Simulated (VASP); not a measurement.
# Na8Cl9 (a cell with a defect) in VASP: single point with PBEsol

Aim: the single point of Na8Cl9 (a cell with a defect) with PBEsol.

Program: VASP 6.6.1. These are calculated values, not measurements. Logs are shortened: lines on timing, memory, paths and dates and some standing lists are left out, and cuts for length are marked.

## Step 1: The cell of the first run

The cell holds a defect, 17 atoms: a = 7.920 Å, b = 7.920 Å, c = 7.920 Å, α = 60.00°, β = 60.00°, γ = 60.00°.

## Step 2: Single point, PBEsol, collinear spin

Contents of INCAR:

```
SYSTEM = Na8Cl9
PREC     = Accurate       ! precision mode
ENCUT    = 400            ! plane-wave cutoff, eV
EDIFF    = 1E-6           ! SCF threshold, eV
ISMEAR   = -1             ! smearing method
SIGMA    = 0.05           ! smearing width, eV
LREAL    = .FALSE.        ! projectors in reciprocal space
LASPH    = .TRUE.         ! aspherical terms in the spheres
NELM     = 200            ! most SCF steps
ALGO     = Normal         ! electronic algorithm
ISIF     = 2              ! what is computed and relaxed
LWAVE    = .FALSE.        ! write WAVECAR
LCHARG   = .FALSE.        ! write CHGCAR
ISPIN    = 2              ! spin polarisation
MAGMOM   = 0.118 0.118 0.118 0.118 0.118 0.118 0.118 0.118 0.118 0.118 0.118 0.118 0.118 0.118 0.118 0.118 0.118 ! initial moments
LORBIT   = 11             ! projections on sites
GGA      = PS             ! functional
NELECT   = 118.0        
NBANDS   = 78             ! bands
GGA_COMPAT= .FALSE.
```

Contents of KPOINTS:

```
Automatic mesh
0
Gamma
  2 2 2
  0.5 0.5 0.5
```

Contents of POSCAR:

```
Na8Cl9
1.0
    0.0000000000      5.6000000000      5.6000000000
    5.6000000000      0.0000000000      5.6000000000
    5.6000000000      5.6000000000      0.0000000000
Cl Na
9 8
Direct
    0.7551840000      0.2450910000      0.2503850000
    0.2466350000      0.7497340000      0.7478140000
    0.2492740000      0.7521510000      0.2510300000
    0.7486500000      0.2517300000      0.7493200000
    0.2505380000      0.2481310000      0.7508700000
    0.7474920000      0.7491700000      0.2542200000
    0.2522220000      0.2519410000      0.2483830000
    0.7490240000      0.7542190000      0.7534940000
    0.6263000000      0.6236000000      0.1233130000
    0.0031160000      0.0032570000      0.9989710000
    0.5024330000      0.5030930000      0.4941830000
    0.0014100000      0.9995660000      0.4989100000
    0.5000320000      0.4975870000      0.0023360000
    0.0014890000      0.5007450000      0.0018400000
    0.4994290000      0.9956530000      0.5000270000
    0.4987910000      0.9957630000      0.0090510000
    0.0039630000      0.4979000000      0.4975370000
```

Potentials or basis: VASP PAW PBE potentials, release 64 (Cl, Na_pv).

Run with:

```bash
> cat potpaw_PBE.64/Cl/POTCAR potpaw_PBE.64/Na_pv/POTCAR > POTCAR
> mpirun -np 1 vasp_std > vasp.out
```

OUTCAR:

```text
SYSTEM = Na8Cl9
   PREC = Accurate
   ENCUT = 400
   EDIFF = 1E-6
   ISMEAR = -1
   LREAL = .FALSE.
   LASPH = .TRUE.
   NELM = 200
   ISIF = 2
   ISPIN = 2
   LORBIT = 11
   GGA = PS
   NELECT = 118.0

 ion  position               nearest neighbor table
   1  0.755  0.245  0.250-   9 2.45
   2  0.247  0.750  0.748-
   3  0.249  0.752  0.251-   9 2.44
   4  0.749  0.252  0.749-
   5  0.251  0.248  0.751-
   6  0.747  0.749  0.254-   9 2.44
   7  0.252  0.252  0.248-
   8  0.749  0.754  0.753-   9 2.39
   9  0.626  0.624  0.123-   8 2.39  11 2.40  16 2.41  13 2.41  14 2.43   3 2.44   6 2.44   1 2.45

  10  0.003  0.003  0.999-
  11  0.502  0.503  0.494-   9 2.40
  12  0.001  1.000  0.499-
  13  0.500  0.498  0.002-   9 2.41
  14  0.001  0.501  0.002-   9 2.43
  15  0.499  0.996  0.500-
  16  0.499  0.996  0.009-   9 2.41
  17  0.004  0.498  0.498-

  LATTYP: Found a face centered cubic cell.
 ALAT       =    11.2000000000

  Lattice vectors:

 A1 = (   0.0000000000,   5.6000000000,   5.6000000000)
 A2 = (   5.6000000000,   0.0000000000,   5.6000000000)
 A3 = (   5.6000000000,   5.6000000000,   0.0000000000)

Analysis of symmetry for initial positions (statically):
=====================================================================
 Subroutine PRICEL returns:
 Original cell was already a primitive cell.

 Routine SETGRP: Setting up the symmetry group for a
 face centered cubic supercell.

 Subroutine GETGRP returns: Found  1 space group operations
 (whereof  1 operations were pure point group operations)
 out of a pool of 48 trial point group operations.

The static configuration has the point symmetry C_1 .

Analysis of symmetry for dynamics (positions and initial velocities):
=====================================================================
 Subroutine PRICEL returns:
 Original cell was already a primitive cell.

 Routine SETGRP: Setting up the symmetry group for a
 face centered cubic supercell.

 Subroutine GETGRP returns: Found  1 space group operations
 (whereof  1 operations were pure point group operations)
 out of a pool of 48 trial point group operations.

The dynamic configuration has the point symmetry C_1 .

Analysis of structural, dynamic, and magnetic symmetry:
=====================================================================
 Subroutine PRICEL returns:
 Original cell was already a primitive cell.

 Routine SETGRP: Setting up the symmetry group for a
 face centered cubic supercell.

 Subroutine GETGRP returns: Found  1 space group operations
 (whereof  1 operations were pure point group operations)
 out of a pool of 48 trial point group operations.

The overall configuration has the point symmetry C_1 .

 Subroutine INISYM returns: Found  1 space group operations
 (whereof  1 operations are pure point group operations),
 and found     1 'primitive' translations

----------------------------------------------------------------------------------------

                                     Primitive cell

  volume of cell :     351.2320

  direct lattice vectors                    reciprocal lattice vectors
     0.000000000  5.600000000  5.600000000    -0.089285714  0.089285714  0.089285714
     5.600000000  0.000000000  5.600000000     0.089285714 -0.089285714  0.089285714
     5.600000000  5.600000000  0.000000000     0.089285714  0.089285714 -0.089285714

  length of vectors
     7.919595949  7.919595949  7.919595949     0.154647394  0.154647394  0.154647394

  position of ions in fractional coordinates (direct lattice)
     0.755184000  0.245091000  0.250385000
     0.246635000  0.749734000  0.747814000
     0.249274000  0.752151000  0.251030000
     0.748650000  0.251730000  0.749320000
     0.250538000  0.248131000  0.750870000
     0.747492000  0.749170000  0.254220000
[... 63 lines left out ...]
  0.000000  0.250000  0.000000      2.000000
 -0.250000  0.250000  0.250000      2.000000
  0.250000 -0.250000  0.250000      2.000000
[... 8 lines left out ...]
  0.000000  0.250000  0.500000      2.000000
  0.500000  0.250000  0.000000      2.000000
   k-points           NKPTS =     16   k-points in BZ     NKDIM =     16   number of bands    NBANDS=     78
   number of dos      NEDOS =    301   number of ions     NIONS =     17
   total plane-waves  NPLWV = 157464
   dimension x,y,z NGX =    54 NGY =   54 NGZ =   54
   dimension x,y,z NGXF=   108 NGYF=  108 NGZF=  108
   ions per type =               9   8
   NGX,Y,Z   is equivalent  to a cutoff of  11.34, 11.34, 11.34 a.u.
   NGXF,Y,Z  is equivalent  to a cutoff of  22.67, 22.67, 22.67 a.u.
 SYSTEM =  Na8Cl9
   PREC   = accura    normal or accurate (medium, high low for compatibility)
   ISTART =      0    job   : 0-new  1-cont  2-samecut
   ICHARG =      2    charge: 1-file 2-atom 10-const
   ISPIN  =      2    spin polarized calculation?
   LNONCOLLINEAR =      F non collinear calculations
   LSORBIT =      F    spin-orbit coupling
   LASPH  =      T    aspherical Exc in radial PAW
   ENCUT  =  400.0 eV  29.40 Ry    5.42 a.u.  12.91 12.91 12.91*2*pi/ulx,y,z
   NELM   =    200;   NELMIN=  2; NELMDL= -5     # of ELM steps
   EDIFF  = 0.1E-05   stopping-criterion for ELM
   LREAL  =      F    real-space projection
   EDIFFG = 0.1E-04   stopping-criterion for IOM
   NSW    =      0    number of steps for IOM
   IBRION =     -1    ionic relax: 0-MD 1-quasi-New 2-CG
   NFREE  =      0    steps in history (QN), initial steepest desc. (CG)
   ISIF   =      2    stress and relaxation
   ISYM   =      2    0-nonsym 1-usesym 2-fastsym
   POTIM  = 0.5000    time-step for ionic-motion
   TEBEG  =    0.0;   TEEND  =   0.0 temperature during run
   PSTRESS=    0.0 pullay stress
   NELECT =     118.0000    total number of electrons
   NUPDOWN=      -1.0000    fix difference up-down
   EMIN   =  10.00;   EMAX   =-10.00  energy-range for DOS
   EFERMI =   0.00;   METHOD = LEGACY
   ISMEAR =    -1;   SIGMA  =   0.05  broadening in eV -4-tet -1-fermi 0-gaus
   EFERMI_NEDOS =   21; number of points for ismear=-14 and -15
   IALGO  =     38    algorithm
   IMIX   =      4    mixing-type and parameters
     AMIX     =   0.40;   BMIX     =  1.00
     AMIX_MAG =   1.60;   BMIX_MAG =  1.00
  volume/ion in A,a.u.               =      20.66       139.43
  Fermi-wavevector in a.u.,A,eV,Ry     =   1.138075  2.150650 17.622460  1.295214
  Thomas-Fermi vector in A             =   2.274779
   LORBIT       =     11    0 simple, 1 ext, 2 COOP (PROOUT), +10 PAW based schemes
   GGA     = PS    functional components
   LHFCALC =     F    Hartree Fock is set to
   AEXX    =    0.0000 exact exchange contribution
   IVDW    =     0    specifies the selected vdW correction
   LEPSILON=     F    determine dielectric tensor
   LRPA    =     F    only Hartree local field effects (RPA)
 spin polarized calculation
  energy-cutoff  :      400.00
  volume of cell :      351.23
 maximum number of plane-waves:      6373
 NGX is ok and might be reduce to    54
   NGX = 25   NGY = 25   NGZ = 25

 number of electron     118.0000013 magnetization       1.9986847

 Free energy of the ion-electron system (eV)
  ---------------------------------------------------
  ext. energy  EPLUGINS =         0.00000000
  ---------------------------------------------------
  free energy    TOTEN  =       -54.10097099 eV

  energy without entropy =      -54.07968319  energy(sigma->0) =      -54.09032709

 E-fermi :   0.9112     XC(G=0):  -8.6348

 val. band max:        0.8555430127   @ k =   0.0000   0.2500   0.0000
 cond. band min:       0.9453831199   @ k =   0.0000   0.0000  -0.2500
 fundamental gap:      0.0898401073
 Fermi energy:         0.9111633943

 spin component 1

 k-point     1 :       0.2500    0.2500    0.2500
  band No.  band energies     occupation
      1     -20.8586      1.00000
      2     -20.7735      1.00000
      3     -20.7640      1.00000
      4     -20.7488      1.00000
      5     -20.7150      1.00000
      6     -20.7128      1.00000
[... 1173 lines left out ...]
     70       8.6732      0.00000
     71       8.7157      0.00000
 Fermi energy:         0.9111633943

 spin component 2

 k-point     1 :       0.2500    0.2500    0.2500
  band No.  band energies     occupation
      1     -20.8319      1.00000
      2     -20.7619      1.00000
      3     -20.7541      1.00000
      4     -20.7398      1.00000
      5     -20.7137      1.00000
      6     -20.7112      1.00000
[... 1173 lines left out ...]
     70       8.7566      0.00000
     71       8.7797      0.00000
 [bands above 71 left out]

------------------------ aborting loop because EDIFF is reached ----------------------------------------

  FORCE on cell =-STRESS in cart. coord.  units (eV):
  Direction    XX          YY          ZZ          XY          YZ          ZX
  --------------------------------------------------------------------------------------
  -------------------------------------------------------------------------------------
  Total        5.3015910      5.2000094      5.1137234      0.0849508      0.0906004      0.0289318
  in kB       24.1836987     23.7203250     23.3267232      0.3875111      0.4132821      0.1319749
  external PRESSURE =      23.7435823 kB  Pullay stress =       0.0000000 kB

 VOLUME and BASIS-vectors are now :
 -----------------------------------------------------------------------------
  energy-cutoff  :      400.00
  volume of cell :      351.23
      direct lattice vectors                 reciprocal lattice vectors
     0.000000000  5.600000000  5.600000000    -0.089285714  0.089285714  0.089285714
     5.600000000  0.000000000  5.600000000     0.089285714 -0.089285714  0.089285714
     5.600000000  5.600000000  0.000000000     0.089285714  0.089285714 -0.089285714

 POSITION                                       TOTAL-FORCE (eV/Angst)
 -----------------------------------------------------------------------------------
      2.77467      5.63119      5.60154        -1.186348      1.272944     -1.277448
      8.38627      5.56891      5.57967         0.033797      0.080572      0.038233
      5.61781      2.80170      5.60798         1.345901     -1.313745     -1.357959
      5.60588      8.38863      5.60213         0.002600      0.023741      0.003850
      5.59441      5.60788      2.79255         0.001792      0.007848      0.054647
      5.61898      5.60959      8.38131         1.382271      1.427283      1.410886
[... 9 lines left out ...]
      5.62696      2.84392      8.36950         0.943590     -0.970404      0.996206
      5.57445      2.80840      2.81043        -0.142158      0.204984     -0.224576
 -----------------------------------------------------------------------------------
    total drift:                               -0.000536     -0.000057      0.000117

  FREE ENERGIE OF THE ION-ELECTRON SYSTEM (eV)
  ---------------------------------------------------
  free  energy   TOTEN  =       -54.1009709937 eV

  energy  without entropy=      -54.0796831938  energy(sigma->0) =      -54.09032709

 total charge

# of ion       s       p       d       tot
------------------------------------------
    1        1.599   3.483   0.000   5.081
    2        1.577   3.539   0.000   5.116
    3        1.599   3.488   0.000   5.086
    4        1.577   3.536   0.000   5.113
    5        1.577   3.536   0.000   5.113
    6        1.598   3.490   0.000   5.089
[... 9 lines left out ...]
   16        0.052   5.993   0.000   6.045
   17        0.043   5.980   0.000   6.023
--------------------------------------------------
tot         14.741  79.375   0.000  94.116

 magnetization (x)

# of ion       s       p       d       tot
------------------------------------------
    1        0.007   0.216   0.000   0.223
    2        0.000   0.002   0.000   0.002
    3        0.007   0.210   0.000   0.217
    4        0.000   0.002   0.000   0.002
    5        0.000   0.002   0.000   0.002
    6        0.006   0.201   0.000   0.207
[... 9 lines left out ...]
   16        0.001   0.002   0.000   0.002
   17       -0.000   0.001   0.000   0.000
--------------------------------------------------
tot          0.044   1.520   0.000   1.564
```

Wall time 19 min (1 thread of Intel Xeon Platinum 8124M at 3.00GHz (Skylake/Cascade Lake), shared host); peak memory 0.72 GiB.

Results:

* Free energy: -54.1010 eV
* Largest force: 2.437 eV/Å
* Net moment: 2.00 μB per cell
* Site moments: Cl +0.22, +0.00, +0.21, +0.27, +0.63 (each value once); Na +0.00 μB
* Valence electrons inside the program's atomic spheres: Cl 5.08, 5.12, 5.09, 5.11, 5.07, 5.06 (each value once); Na 6.02, 6.04, 6.03 (each value once)

Forces on the atoms (eV/Å):
```
Cl  -1.186  1.273 -1.277
Cl   0.034  0.081  0.038
Cl   1.346 -1.314 -1.358
Cl   0.003  0.024  0.004
Cl   0.002  0.008  0.055
Cl   1.382  1.427  1.411
Cl   0.005  0.009 -0.040
Cl  -1.322 -1.303  1.250
Cl  -0.531 -0.181  0.019
Na  -0.249 -0.242  0.124
Na   0.963  1.010 -1.041
Na   0.259  0.199  0.230
Na  -0.899 -0.908 -0.875
Na  -0.874  0.874  0.848
Na   0.267 -0.191 -0.159
Na   0.944 -0.970  0.996
Na  -0.142  0.205 -0.225
```

Levels at points of the mesh, in eV from the Fermi level:
Spin up:
```
           k point  band 56  band 57  band 58  band 59  band 60  band 61  band 62  band 63  band 64  band 65
(0.25, 0.25, 0.25)    -0.87    -0.83    -0.61    -0.50    -0.48     4.70     6.15     6.47     6.49     6.66
```
Spin down:
```csv
k point,band 54,band 55,band 56,band 57,band 58,band 59,band 60,band 61,band 62,band 63
"(0.25, 0.25, 0.25)",-1.12,-1.07,-0.85,-0.81,-0.08,0.09,0.19,4.74,6.19,6.53
```

Caveat: the cell carries a net charge on a neutralising background, which shifts energy and pressure; the cell is charged against a uniform background, so pressure and absolute levels hang on convention; the PAW data sets were made with another functional, which shifts forces and pressure a little.
